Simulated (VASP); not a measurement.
# In (Pnma) in VASP: single point with PBE

Aim: the single point of In with PBE.

Program: VASP 6.6.1. These are calculated values, not measurements. Logs are shortened: lines on timing, memory, paths and dates and some standing lists are left out, and cuts for length are marked.

### 1 The cell of the first run

The typed cell holds 4 atoms: a = 5.102 Å, b = 5.825 Å, c = 3.724 Å, α = 90.00°, β = 90.00°, γ = 90.00°.

### 2 Single point, PBE

Contents of INCAR:

```
  PREC = Accurate
  ENCUT = 520
  EDIFF = 1E-6
  ISMEAR = 0
  SIGMA = 0.1
  LREAL = F
  LASPH = T
  NELM = 100
  ALGO = Normal
  ISIF = 2
  LWAVE = F
  LCHARG = F
  GGA = PE
  NBANDS = 34
```

Contents of KPOINTS:

```
Automatic mesh
0
Gamma
  4 2 6
```

Contents of POSCAR:

```
In
1.0
    5.1023194845      0.0000000000      0.0000000000
    0.0000000000      5.8245438033      0.0000000000
    0.0000000000      0.0000000000      3.7235929865
In
4
Direct
    0.1451114542      0.2500000000      0.5001835741
    0.8548885458      0.7500000000      0.4998164259
    0.3548885458      0.7500000000      0.0001835741
    0.6451114542      0.2500000000      0.9998164259
```

Potentials or basis: VASP PAW PBE potentials, release 64 (In_d).

Started as:

```bash
$ cat potpaw_PBE.64/In_d/POTCAR > POTCAR
$ mpirun -np 1 vasp_std > vasp.out
```

OUTCAR:

```text
PREC = Accurate
   ENCUT = 520
   EDIFF = 1E-6
   ISMEAR = 0
   LREAL = F
   LASPH = T
   NELM = 100
   ISIF = 2
   GGA = PE

 ion  position               nearest neighbor table
   1  0.145  0.250  0.500-   4 3.16   4 3.16   4 3.16   4 3.16   2 3.27   2 3.27   3 3.62   3 3.62
                             3 3.62   3 3.62
   2  0.855  0.750  0.500-   3 3.16   3 3.16   3 3.16   3 3.16   1 3.27   1 3.27   4 3.62   4 3.62
                             4 3.62   4 3.62
   3  0.355  0.750  0.000-   2 3.16   2 3.16   2 3.16   2 3.16   4 3.27   4 3.27   1 3.62   1 3.62
                             1 3.62   1 3.62
   4  0.645  0.250  1.000-   1 3.16   1 3.16   1 3.16   1 3.16   3 3.27   3 3.27   2 3.62   2 3.62
                             2 3.62   2 3.62

  LATTYP: Found a simple orthorhombic cell.
 ALAT       =     3.7235929865
 B/A-ratio  =     1.3702677771
 C/A-ratio  =     1.5642267628

  Lattice vectors:

 A1 = (   0.0000000000,   0.0000000000,   3.7235929865)
 A2 = (   5.1023194845,   0.0000000000,   0.0000000000)
 A3 = (   0.0000000000,   5.8245438033,   0.0000000000)

Analysis of symmetry for initial positions (statically):
=====================================================================
 Subroutine PRICEL returns:
 Original cell was already a primitive cell.

 Routine SETGRP: Setting up the symmetry group for a
 simple orthorhombic supercell.

 Subroutine GETGRP returns: Found  8 space group operations
 (whereof  2 operations were pure point group operations)
 out of a pool of  8 trial point group operations.

The static configuration has the point symmetry S_2 .
 The point group associated with its full space group is D_2h.

Analysis of symmetry for dynamics (positions and initial velocities):
=====================================================================
 Subroutine PRICEL returns:
 Original cell was already a primitive cell.

 Routine SETGRP: Setting up the symmetry group for a
 simple orthorhombic supercell.

 Subroutine GETGRP returns: Found  8 space group operations
 (whereof  2 operations were pure point group operations)
 out of a pool of  8 trial point group operations.

The dynamic configuration has the point symmetry S_2 .
 The point group associated with its full space group is D_2h.

 Subroutine INISYM returns: Found  8 space group operations
 (whereof  2 operations are pure point group operations),
 and found     1 'primitive' translations

----------------------------------------------------------------------------------------

                                     Primitive cell

  volume of cell :     110.6603

  direct lattice vectors                    reciprocal lattice vectors
     5.102319484  0.000000000  0.000000000     0.195989295  0.000000000  0.000000000
     0.000000000  5.824543803  0.000000000     0.000000000  0.171687266  0.000000000
     0.000000000  0.000000000  3.723592986     0.000000000  0.000000000  0.268557816

  length of vectors
     5.102319484  5.824543803  3.723592986     0.195989295  0.171687266  0.268557816

  position of ions in fractional coordinates (direct lattice)
     0.145111454  0.250000000  0.500183574
     0.854888546  0.750000000  0.499816426
     0.354888546  0.750000000  0.000183574
     0.645111454  0.250000000  0.999816426

  ion indices of the primitive-cell ions
   primitive index   ion index
                 1           1
                 2           2
                 3           3
                 4           4

----------------------------------------------------------------------------------------

 KPOINTS: Automatic mesh

Automatic generation of k-mesh.
 Grid dimensions read from file:
 generate k-points for:    4    2    6

 Generating k-lattice:

  Cartesian coordinates                     Fractional coordinates (reciprocal lattice)
     0.048997324  0.000000000  0.000000000     0.250000000  0.000000000  0.000000000
     0.000000000  0.085843633  0.000000000     0.000000000  0.500000000  0.000000000
     0.000000000  0.000000000  0.044759636     0.000000000  0.000000000  0.166666667

  Length of vectors
     0.048997324  0.085843633  0.044759636

  Shift w.r.t. Gamma in fractional coordinates (k-lattice)
     0.000000000  0.000000000  0.000000000

 Subroutine IBZKPT returns following result:
 ===========================================

 Found     24 irreducible k-points:

 Following reciprocal coordinates:
            Coordinates               Weight
  0.000000  0.000000  0.000000      1.000000
  0.250000  0.000000  0.000000      2.000000
  0.500000  0.000000  0.000000      1.000000
  0.000000  0.500000  0.000000      1.000000
  0.250000  0.500000  0.000000      2.000000
  0.500000  0.500000  0.000000      1.000000
[... 16 lines left out ...]
  0.250000  0.500000  0.500000      2.000000
  0.500000  0.500000  0.500000      1.000000
   k-points           NKPTS =     24   k-points in BZ     NKDIM =     24   number of bands    NBANDS=     34
   number of dos      NEDOS =    301   number of ions     NIONS =      4
   total plane-waves  NPLWV =  53760
   dimension x,y,z NGX =    40 NGY =   48 NGZ =   28
   dimension x,y,z NGXF=    80 NGYF=   96 NGZF=   56
   ions per type =               4
   NGX,Y,Z   is equivalent  to a cutoff of  13.03, 13.70, 12.50 a.u.
   NGXF,Y,Z  is equivalent  to a cutoff of  26.07, 27.40, 25.00 a.u.
 SYSTEM =  unknown system
   PREC   = accura    normal or accurate (medium, high low for compatibility)
   ISTART =      0    job   : 0-new  1-cont  2-samecut
   ICHARG =      2    charge: 1-file 2-atom 10-const
   ISPIN  =      1    spin polarized calculation?
   LNONCOLLINEAR =      F non collinear calculations
   LSORBIT =      F    spin-orbit coupling
   LASPH  =      T    aspherical Exc in radial PAW
   ENCUT  =  520.0 eV  38.22 Ry    6.18 a.u.   9.49 10.83  6.92*2*pi/ulx,y,z
   NELM   =    100;   NELMIN=  2; NELMDL= -5     # of ELM steps
   EDIFF  = 0.1E-05   stopping-criterion for ELM
   LREAL  =      F    real-space projection
   EDIFFG = 0.1E-04   stopping-criterion for IOM
   NSW    =      0    number of steps for IOM
   IBRION =     -1    ionic relax: 0-MD 1-quasi-New 2-CG
   NFREE  =      0    steps in history (QN), initial steepest desc. (CG)
   ISIF   =      2    stress and relaxation
   ISYM   =      2    0-nonsym 1-usesym 2-fastsym
   POTIM  = 0.5000    time-step for ionic-motion
   TEBEG  =    0.0;   TEEND  =   0.0 temperature during run
   PSTRESS=    0.0 pullay stress
   NELECT =      52.0000    total number of electrons
   NUPDOWN=      -1.0000    fix difference up-down
   EMIN   =  10.00;   EMAX   =-10.00  energy-range for DOS
   EFERMI =   0.00;   METHOD = LEGACY
   ISMEAR =     0;   SIGMA  =   0.10  broadening in eV -4-tet -1-fermi 0-gaus
   EFERMI_NEDOS =   21; number of points for ismear=-14 and -15
   IALGO  =     38    algorithm
   IMIX   =      4    mixing-type and parameters
     AMIX     =   0.40;   BMIX     =  1.00
     AMIX_MAG =   1.60;   BMIX_MAG =  1.00
  volume/ion in A,a.u.               =      27.67       186.69
  Fermi-wavevector in a.u.,A,eV,Ry     =   1.272757  2.405161 22.040205  1.619909
  Thomas-Fermi vector in A             =   2.405617
   LORBIT       =      0    0 simple, 1 ext, 2 COOP (PROOUT), +10 PAW based schemes
   GGA     = PE    functional components
   LHFCALC =     F    Hartree Fock is set to
   AEXX    =    0.0000 exact exchange contribution
   IVDW    =     0    specifies the selected vdW correction
   LEPSILON=     F    determine dielectric tensor
   LRPA    =     F    only Hartree local field effects (RPA)
 non-spin polarized calculation
 Gauss-broadening in eV      SIGMA  =   0.10
  energy-cutoff  :      520.00
  volume of cell :      110.66
 maximum number of plane-waves:      3002
 NGX is ok and might be reduce to    40
   NGX = 19   NGY = 21   NGZ = 13

 number of electron      52.0000013 magnetization

 Free energy of the ion-electron system (eV)
  ---------------------------------------------------
  ext. energy  EPLUGINS =         0.00000000
  ---------------------------------------------------
  free energy    TOTEN  =       -10.39899838 eV

  energy without entropy =      -10.39492916  energy(sigma->0) =      -10.39696377

 E-fermi :   6.9447     XC(G=0):  -9.9715

 val. band max:        6.8975213139   @ k =   0.2500   0.0000   0.3333
 cond. band min:       7.1048340185   @ k =   0.5000   0.0000   0.5000
 fundamental gap:      0.2073127046
 Fermi energy:         6.9446873389

 k-point     1 :       0.0000    0.0000    0.0000
  band No.  band energies     occupation
      1      -7.9247      2.00000
      2      -7.9095      2.00000
      3      -7.8929      2.00000
      4      -7.8245      2.00000
      5      -7.8038      2.00000
      6      -7.8018      2.00000
[... 26 lines left out ...]
     33      14.7445      0.00000
     34      14.9563      0.00000

 k-point     2 :       0.2500    0.0000    0.0000
  band No.  band energies     occupation
      1      -7.8497      2.00000
      2      -7.8407      2.00000
      3      -7.8271      2.00000
      4      -7.7941      2.00000
      5      -7.7664      2.00000
      6      -7.7592      2.00000
[... 26 lines left out ...]
     33      12.9635      0.00000
     34      13.5697      0.00000

 k-point     3 :       0.5000    0.0000    0.0000
  band No.  band energies     occupation
      1      -7.7695      2.00000
      2      -7.7695      2.00000
      3      -7.6828      2.00000
      4      -7.6828      2.00000
      5      -7.6784      2.00000
      6      -7.6784      2.00000
[... 26 lines left out ...]
     33      13.9329      0.00000
     34      13.9329      0.00000
[... 704 lines left out ...]
 k-point    23 :       0.2500    0.5000    0.5000
  band No.  band energies     occupation
      1      -7.8442      2.00000
      2      -7.8442      2.00000
      3      -7.8441      2.00000
      4      -7.8441      2.00000
      5      -7.7605      2.00000
      6      -7.7605      2.00000
[... 26 lines left out ...]
     33      12.2619      0.00000
     34      12.2654      0.00000

 k-point    24 :       0.5000    0.5000    0.5000
  band No.  band energies     occupation
      1      -7.9049      2.00000
      2      -7.9049      2.00000
      3      -7.9049      2.00000
      4      -7.9049      2.00000
      5      -7.7909      2.00000
      6      -7.7909      2.00000
[... 26 lines left out ...]
     33      14.7009      0.00000
     34      14.7010      0.00000

------------------------ aborting loop because EDIFF is reached ----------------------------------------

  FORCE on cell =-STRESS in cart. coord.  units (eV):
  Direction    XX          YY          ZZ          XY          YZ          ZX
  --------------------------------------------------------------------------------------
  -------------------------------------------------------------------------------------
  Total       -0.0632129     -0.1248381      0.0370268      0.0000000      0.0000000      0.0000000
  in kB       -0.9152184     -1.8074489      0.5360874      0.0000000      0.0000000      0.0000000
  external PRESSURE =      -0.7288600 kB  Pullay stress =       0.0000000 kB

 VOLUME and BASIS-vectors are now :
 -----------------------------------------------------------------------------
  energy-cutoff  :      520.00
  volume of cell :      110.66
      direct lattice vectors                 reciprocal lattice vectors
     5.102319484  0.000000000  0.000000000     0.195989295  0.000000000  0.000000000
     0.000000000  5.824543803  0.000000000     0.000000000  0.171687266  0.000000000
     0.000000000  0.000000000  3.723592986     0.000000000  0.000000000  0.268557816

 POSITION                                       TOTAL-FORCE (eV/Angst)
 -----------------------------------------------------------------------------------
      0.74041      1.45614      1.86248         0.009122     -0.000000     -0.001399
      4.36191      4.36841      1.86111        -0.009122     -0.000000      0.001399
      1.81075      4.36841      0.00068        -0.009122     -0.000000     -0.001399
      3.29156      1.45614      3.72291         0.009122      0.000000      0.001399
 -----------------------------------------------------------------------------------
    total drift:                               -0.000000      0.000000      0.000000

  FREE ENERGIE OF THE ION-ELECTRON SYSTEM (eV)
  ---------------------------------------------------
  free  energy   TOTEN  =       -10.3989983847 eV

  energy  without entropy=      -10.3949291591  energy(sigma->0) =      -10.39696377
```

Wall time 25 s (1 thread of Intel Xeon 6975P-C (Granite Rapids), shared host); peak memory 0.24 GiB.

What came out:

- Free energy: -10.3990 eV
- Pressure: -0.1 GPa
- Largest force: 0.009 eV/Å
- Band gap on the k mesh: zero (band 26 reaches 10.17 eV, above the bottom of band 27 at 4.23 eV)

Forces on the atoms (eV/Å):
```
In   0.009  0.000 -0.001
In  -0.009  0.000  0.001
In  -0.009  0.000 -0.001
In   0.009  0.000  0.001
```

Stress tensor (GPa, compression positive):
```
-0.09  0.00  0.00
 0.00 -0.18  0.00
 0.00  0.00  0.05
```

Levels at points of the mesh, in eV from the Fermi level:
```tsv
k point	band 23	band 24	band 25	band 26	band 27	band 28	band 29	band 30
(0.00, 0.00, 0.00)	-3.42	-3.02	-2.88	0.62	0.82	1.66	2.76	3.06
(0.50, 0.00, 0.00)	-3.72	-3.72	-1.70	-1.70	3.55	3.55	4.19	4.19
(0.00, 0.50, 0.00)	-1.91	-1.91	-1.69	-1.69	1.87	1.87	2.92	2.92
(0.50, 0.50, 0.00)	-6.51	-6.51	3.23	3.23	3.23	3.23	4.77	4.77
(0.00, 0.00, 0.50)	-2.62	-2.62	-0.44	-0.44	0.48	0.48	0.52	0.52
(0.50, 0.00, 0.50)	-4.08	-4.08	-0.91	-0.91	-0.42	-0.42	0.16	0.16
(0.00, 0.50, 0.50)	-5.20	-5.20	1.26	1.26	1.26	1.26	1.66	1.66
(0.50, 0.50, 0.50)	-4.13	-4.13	-2.71	-2.71	-2.71	-2.71	5.00	5.00
```

Caveat: the k points lie up to 0.54 Å⁻¹ apart; spin-orbit coupling is left out, which moves the levels of the heavy elements.
